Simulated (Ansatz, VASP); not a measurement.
Ta: VASP beside Ansatz

Contents of INCAR:

```
SYSTEM = Ta
PREC = Accurate
ENCUT = 500
EDIFF = 1E-7
ISMEAR = 0
SIGMA = 0.1
LREAL = .False.
LASPH = .True.
NELM = 120
ALGO = Normal
ISIF = 3
LWAVE = .False.
LCHARG = .False.
GGA = PS
IBRION = 2
NSW = 80
EDIFFG = -0.05
GGA_COMPAT = .False.
NELMIN = 4
```

The input KPOINTS:

```
Automatic mesh
0
Gamma
  8 8 8
  0 0 0
```

File POSCAR:

```
Ta
1.0
   -1.6755909848      1.6755909848      1.6755909848
    1.6755909848     -1.6755909848      1.6755909848
    1.6755909848      1.6755909848     -1.6755909848
Ta
1
Direct
    0.0000000000      0.0000000000      0.0000000000
```

Input for Ansatz:

```yaml
crystal:
  lattice:
    - [-1.6755909848, 1.6755909848, 1.6755909848]
    - [1.6755909848, -1.6755909848, 1.6755909848]
    - [1.6755909848, 1.6755909848, -1.6755909848]
  atoms:
    - { symbol: Ta, position: [0.0, 0.0, 0.0] }
basis:
  ecutwfc: 420
kpoints:
  mp_grid: { grid: [8, 8, 8] }
hamiltonian:
  xc: pbesol
scf:
  occupations: { method: gaussian, width: 0.1 }
output:
  forces: true
  stress: true
  eigenvalues: true
relax:
  adjacent_minimum: "off"
  f_tol: 0.05
  max_steps: 60
  cell: { stress_tol: 0.5 }
```

Alike in both runs: task relaxation of cell and atoms; functional PBEsol; k mesh 8 × 8 × 8; occupations gaussian, width 0.1 eV; no spin polarisation.

|  | VASP | Ansatz |
| --- | --- | --- |
| version | VASP 6.6.1 | Ansatz 0.2.0 |
| potentials or method | VASP PAW PBE potentials, release 64 (Ta_pv), cutoff 500 eV | scalar-relativistic, plane waves, PAW |
| valence electrons in the cell | 11 | 13 |

Ansatz gave:

* gap on the k mesh at the Fermi level, each at its own relaxed structure (eV): none
* relaxed volume (Å³/atom): 17.52
* relaxed cell length with the largest relative difference (Å): 2.834

Problem. Estimate VASP's values.

Solution. gap on the k mesh at the Fermi level, each at its own relaxed structure (eV): none; relaxed volume (Å³/atom): 17.54; relaxed cell length with the largest relative difference (Å): 2.835.

VASP's potentials were made for PBE, not for PBEsol. A gap of «none» marks a metal or a gap that the smearing closes. VASP's potentials hold 11 valence electrons a cell and Ansatz's 13, so a difference there can come from the potentials and not from the codes.

Spin-orbit coupling is off throughout.
